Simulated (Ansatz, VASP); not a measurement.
# SiO2: VASP beside Ansatz

```
CELL_PARAMETERS angstrom
5.39632 -0.04307 0.00000
-1.33038 2.34763 0.00000
0.00000 0.00000 27.60493
ATOMIC_POSITIONS crystal
Si 0.00000 0.00000 0.28980
Si 0.50000 0.00000 0.28980
O 0.16667 0.66668 0.25663
O 0.66667 0.66668 0.25663
O 0.33333 0.33332 0.32298
O 0.83333 0.33332 0.32298
```

Alike in both runs: task single point; functional PBE; k mesh 6 × 6 × 1; occupations gaussian, width 0.1 eV; no spin polarisation.

|  | VASP | Ansatz |
| --- | --- | --- |
| version | VASP 6.6.1 | Ansatz 0.2.0 |
| potentials or method | VASP PAW PBE potentials, release 64 (Si, O), cutoff 520 eV | scalar-relativistic, plane waves, PAW |
| valence electrons in the cell | 32 | 32 |

Ansatz gave:

| Quantity | Value |
| --- | --- |
| gap on the k mesh at the Fermi level (eV) | 6.60 |
| least direct gap on the mesh (eV) | 7.17 |
| rms of the force components (eV/Å) | 0.000 |

Question: What did VASP give for the same quantities?

Answer: gap on the k mesh at the Fermi level (eV): 6.57; least direct gap on the mesh (eV): 7.15; rms of the force components (eV/Å): 0.006.

Atom by atom the forces differ by 0.007 eV/Å (rms over components).

The k mesh is coarse, so the values compare programs but aren't converged.
